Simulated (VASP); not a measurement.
# Zn24O23 (a cell with a defect) in VASP: further runs, part 2 of 2

VASP 6.6.1. Earlier steps stand in the parts before.

**3. Single point, PBE (atoms taken out, then relaxed in part)**

Input file INCAR:

```
  ALGO = Normal
  EDIFF = 1E-7
  ENCUT = 520
  GGA = PE
  ISIF = 2
  ISMEAR = 0
  LASPH = T
  LCHARG = F
  LREAL = Auto
  LWAVE = F
  NBANDS = 242
  NELM = 100
  PREC = Accurate
  SIGMA = 0.01
```

Input file KPOINTS:

```
k-points
0
Gamma
  2 2 2
```

Input file POSCAR:

```
Zn24O23
1.0
   -3.2793907795     -5.6800714478      5.2932331742
    6.5587815588     -0.0000000001      5.2932331742
   -3.2793907794      5.6800714478      5.2932331742
Zn O
24 23
Direct
    0.6789069036      0.5122402369      0.3455735702
    0.5010359111      0.3348309475      0.6670843627
    0.8327182989      0.6657381977     -0.0015007919
    0.5014976142      0.8337510294      0.1677025778
    0.8324048644      0.1651658747      0.4993849655
    0.0004176960      0.3343692445      0.1681642809
    0.3318325414      0.6660516322      0.4990715311
    0.6671802347     -0.0002714841      0.8313298873
    0.1646632206      0.5005135681      0.8330618493
    0.1663951826     -0.0020034461      0.3338469014
    0.0012022853      0.8345356187      0.6678689520
    0.3335583530      0.1668916863      0.0002250196
    0.5030405158      0.1672796752      0.3344722979
    0.3364976288     -0.0016190515      0.6656306704
    0.6678056313      0.3363738492      0.0006130085
    0.3339463418      0.5011389646      0.1697071825
    0.6787620854      0.8133004488      0.4962625043
    0.8335108554     -0.0005032877      0.1664479530
    0.1661633789      0.3331146197      0.5001775221
    0.4997812863      0.6668441888      0.8328300456
   -0.0010359963      0.1698309622      0.8317142818
   -0.0200328845      0.6629291710      0.3454287521
    0.8295958377      0.5120954187      0.6466337822
    0.1650476151      0.8322973370      0.0031642955
    0.6311704147      0.4622363875      0.7898475088
    0.9578157283      0.7892720123      0.1311288941
    0.6289030541      0.9565141754      0.2978370814
    0.9559386789      0.2977955608      0.6244823950
    0.1231808421      0.4645037480      0.2955697208
    0.4644622275      0.7911490617      0.6226053456
    0.7926119756      0.1270175388      0.9594643188
    0.2927976522      0.6259453089      0.9603508721
    0.2936842054      0.1261309855      0.4592786422
    0.1272364904      0.9605698238      0.7939031571
    0.4601290042      0.2934623375      0.1267956708
    0.6287170172      0.2987021370      0.4587747409
    0.4602980202      0.1271193611      0.7924252444
    0.7921080743      0.4620503505      0.1320354704
    0.4653688037      0.6254414076      0.2953836839
    0.7920863710      0.9557607147      0.6231974855
    0.9603584316      0.1262432240      0.2927363811
    0.2929098906      0.4594030478      0.6270250982
    0.6260697145      0.7936917649      0.9595765573
    0.1257585777      0.2936313536      0.9604526945
    0.1224273814      0.7898641522      0.4587530377
    0.9565308188      0.6254197043      0.7890940480
    0.2937860278      0.9590919110      0.1269646869
```

Potentials or basis: VASP PAW PBE potentials, release 64 (Zn, O).

On the command line:

```
$ cat potpaw_PBE.64/Zn/POTCAR potpaw_PBE.64/O/POTCAR > POTCAR
$ mpirun -np 1 vasp_std > vasp.out
```

Wall time 35 min (1 thread of Oxide Virtual Turin-like, shared host); peak memory 0.75 GiB.

It converged, with:

* Free energy: -205.7421 eV
* Pressure: -1.0 GPa
* Largest force: 0.056 eV/Å
* Band gap on the k mesh: 1.47 eV

Forces on the atoms (eV/Å):
```
Zn   0.000  0.000  0.056
Zn  -0.001  0.001  0.001
Zn   0.001 -0.003  0.002
Zn   0.002  0.000  0.001
Zn  -0.003  0.001  0.002
Zn  -0.001 -0.002  0.001
Zn   0.003  0.002  0.002
Zn   0.000 -0.002  0.003
Zn   0.001  0.001  0.003
Zn  -0.001  0.001  0.003
Zn   0.000  0.000  0.004
Zn   0.000  0.000  0.000
Zn  -0.004 -0.002  0.002
Zn  -0.005  0.001 -0.001
Zn   0.004 -0.003  0.002
Zn   0.000  0.005  0.002
Zn  -0.045 -0.025 -0.019
Zn   0.002 -0.003  0.000
Zn  -0.003 -0.001  0.000
Zn   0.001  0.003  0.000
Zn   0.002 -0.004 -0.001
Zn   0.001  0.052 -0.019
Zn   0.044 -0.026 -0.019
Zn   0.003  0.004 -0.001
O   -0.004 -0.003  0.004
O   -0.007 -0.001 -0.001
O    0.000  0.005  0.004
O    0.002  0.006 -0.001
O    0.004 -0.002  0.004
O    0.005 -0.005 -0.001
O    0.002  0.002 -0.003
O   -0.003  0.000 -0.003
O    0.001 -0.003 -0.003
O    0.000  0.000  0.005
O    0.000  0.000  0.000
O    0.007 -0.003  0.000
O    0.003  0.001 -0.001
O   -0.001  0.007  0.000
O   -0.006 -0.005  0.000
O   -0.001 -0.001 -0.007
O   -0.001 -0.003 -0.002
O   -0.002  0.002 -0.002
O    0.003  0.001 -0.002
O   -0.003  0.002 -0.001
O    0.000  0.001 -0.007
O    0.001  0.000 -0.007
O    0.000 -0.004 -0.001
```

Stress tensor (GPa, compression positive):
```
-1.07  0.00  0.00
 0.00 -1.07  0.00
 0.00  0.00 -0.99
```

Levels at points of the mesh, in eV from the valence-band top:
| k point | band 211 | band 212 | band 213 | band 214 | band 215 | band 216 |
| --- | --- | --- | --- | --- | --- | --- |
| (0.00, 0.00, 0.00) | -0.37 | -0.30 | -0.30 | 1.47 | 3.23 | 3.28 |
| (0.50, 0.00, 0.00) | -0.48 | -0.42 | -0.02 | 1.74 | 2.66 | 3.37 |
| (0.50, 0.50, 0.00) | -0.59 | -0.56 | 0.00 | 2.35 | 2.51 | 2.87 |
| (0.50, 0.50, 0.50) | -0.57 | -0.57 | -0.03 | 2.69 | 2.90 | 2.90 |

Caveat: the cell differs from its parent crystal (atoms taken out, then relaxed in part).
